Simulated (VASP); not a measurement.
Re:

```
CELL_PARAMETERS angstrom
2.75983 0.00000 0.00000
-1.37991 2.39008 0.00000
0.00000 0.00000 4.45723
ATOMIC_POSITIONS crystal
Re 0.33333 0.66667 0.25000
Re 0.66667 0.33333 0.75000
```

Base run:

| Quantity | Value |
| --- | --- |
| Program | VASP 6.6.1 |
| Functional | r2SCAN |
| Potentials or basis | VASP PAW PBE potentials, release 64 (Re) |
| Cutoff | 520 eV |
| k mesh | 13 × 13 × 7 |
| Occupations | gaussian, width 0.01 eV |
| Spin | no spin polarisation |

Its results: band gap on the k mesh zero (bands 7 and 8 overlap by 2.80 eV); pressure -0.1 GPa.

**Question.** The run is repeated on the same cell with these changes: occupations from gaussian, width 0.01 eV to fermi-dirac, width 1 eV. What comes out?

**Answer.** Band gap on the k mesh zero (bands 7 and 8 overlap by 2.75 eV); pressure 19.4 GPa.

Caveats: the PAW data sets were made with another functional, which shifts forces and pressure a little; spin-orbit coupling is left out, which moves the levels of the heavy elements; the cell stands under pressure (at least some runs); so wide a smearing shifts energies and pressures (at least some runs).
